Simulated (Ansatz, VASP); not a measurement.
## Pt in VASP and in Ansatz

```
CELL_PARAMETERS angstrom
-1.70035 1.70035 1.36788
1.70035 -1.70035 1.36788
1.70035 1.70035 -1.36788
ATOMIC_POSITIONS crystal
Pt 0.50000 0.50000 0.00000
```

Alike in both runs: functional PBE; k mesh 26 × 26 × 26; occupations gaussian, width 0.1 eV; no spin polarisation.

Ansatz relaxed the structure, and its values are those at the end. VASP's run is a single point on that final structure, the one shown.

|  | VASP | Ansatz |
| --- | --- | --- |
| version | VASP 6.6.1 | Ansatz 0.2.0 |
| potentials or method | VASP PAW PBE potentials, release 64 (Pt), cutoff 520 eV | scalar-relativistic, plane waves, PAW |
| valence electrons in the cell | 10 | 18 |

```tsv
	VASP	Ansatz	Ansatz less VASP
gap on the k mesh at the Fermi level (eV)	none	none	-
pressure (GPa)	-0.5	0.0	+0.52
```

A gap of «none» marks a metal or a gap that the smearing closes. With one functional, cell and mesh, what is left measures potentials, basis and numerics. VASP's potentials hold 10 valence electrons a cell and Ansatz's 18, so a difference there can come from the potentials and not from the codes.

Spin-orbit coupling is off throughout.
